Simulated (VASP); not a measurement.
## VN: relaxation of cell and atoms with PBE

VN:

```
CELL_PARAMETERS angstrom
0.00000 2.05804 2.05804
2.05804 0.00000 2.05804
2.05804 2.05804 0.00000
ATOMIC_POSITIONS crystal
V 0.50000 0.50000 0.50000
N 0.00000 0.00000 0.00000
```

| Property | Result |
| --- | --- |
| Program | VASP 6.6.1 |
| Task | relaxation of cell and atoms |
| Functional | PBE |
| Potentials or basis | VASP PAW PBE potentials, release 64 (V_sv, N) |
| Cutoff | 600 eV |
| k mesh | 18 × 18 × 18 |
| Occupations | gaussian, width 0.1 eV |
| Spin | no spin polarisation |
| Dipole correction | no |
| Further INCAR settings | ALGO = Normal; EDIFF = 1e-07; IBRION = 2; EDIFFG = -0.005; NSW = 100; ISIF = 3 |

The relaxed volume is 8.74 Å³/atom, the relaxed cell is a = 2.913 Å, b = 2.913 Å, c = 2.913 Å, α = 60.00°, β = 60.00°, γ = 60.00° and the space group after relaxing (to 0.05 Å) is Fm-3m (No. 225). The energy gained by relaxing is 0.0 meV/atom and the ionic steps are 3. The pressure after relaxing is 0.0 GPa.

Final structure:
```
V N
1.0
     0.00000    2.05961    2.05961
     2.05961    0.00000    2.05961
     2.05961    2.05961    0.00000
V N
1 1
Direct
  0.50000 0.50000 0.50000
  0.00000 0.00000 0.00000
```

Levels at points of the mesh, in eV from the Fermi level:
| k point | band 5 | band 6 | band 7 | band 8 | band 9 | band 10 | band 11 | band 12 | band 13 |
| --- | --- | --- | --- | --- | --- | --- | --- | --- | --- |
| (0.00, 0.00, 0.00) | -17.98 | -2.23 | -2.23 | -2.23 | -1.53 | -1.53 | -1.53 | -0.47 | -0.47 |
| (0.50, 0.00, 0.00) | -15.25 | -8.90 | -6.09 | -6.09 | 0.60 | 0.60 | 1.47 | 5.01 | 5.01 |
| (0.50, 0.50, 0.00) | -16.18 | -6.67 | -3.82 | -3.66 | -3.66 | 0.51 | 1.22 | 1.22 | 2.70 |

It took 37 s on 1 thread of Intel(R) Xeon(R) 6975P-C (Granite Rapids), with other jobs on the host, peak memory 0.19 GiB.

Caveat: the bands computed are all filled at some k points, so no gap is given; the run has no spin polarisation, though such a crystal can be magnetic.
